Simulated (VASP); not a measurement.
A run of VASP 6.6.1 is set up as follows.

File INCAR:

```
PREC = Accurate
ENCUT = 520
EDIFF = 1E-6
ISMEAR = 0
SIGMA = 0.05
LREAL = F
LASPH = T
NELM = 100
ALGO = Normal
ISIF = 2
LWAVE = F
LCHARG = F
GGA = PE
NBANDS = 26
```

File KPOINTS:

```
regular mesh
0
Gamma
  9 9 4
```

File POSCAR:

```
MgO
1.0
    3.2324161394      0.0000000000      0.0000000000
   -1.6162080697      2.7993544923      0.0000000000
    0.0000000000      0.0000000000     11.6958513172
Mg O
4 4
Direct
    0.3333333333      0.6666666667      0.9694906392
    0.0000000000      0.0000000000      0.2208211786
    0.0000000000      0.0000000000      0.7208211786
    0.6666666667      0.3333333333      0.4694906392
    0.3333333333      0.6666666667      0.7800420079
    0.0000000000      0.0000000000      0.5296443544
    0.0000000000      0.0000000000      0.0296443544
    0.6666666667      0.3333333333      0.2800420079
```

Potentials or basis: VASP PAW PBE potentials, release 64 (Mg, O).

Run with:

```bash
$ cat potpaw_PBE.64/Mg/POTCAR potpaw_PBE.64/O/POTCAR > POTCAR
$ mpirun -np 1 vasp_std > vasp.out
```

Problem. Estimate the largest force.

Solution. 0.339 eV/Å.

Problem. What does it give for the pressure?

Solution. -5.9 GPa.

Stress tensor (GPa, compression positive):
```
  0.33   0.00   0.00
  0.00   0.33   0.00
  0.00   0.00 -18.40
```
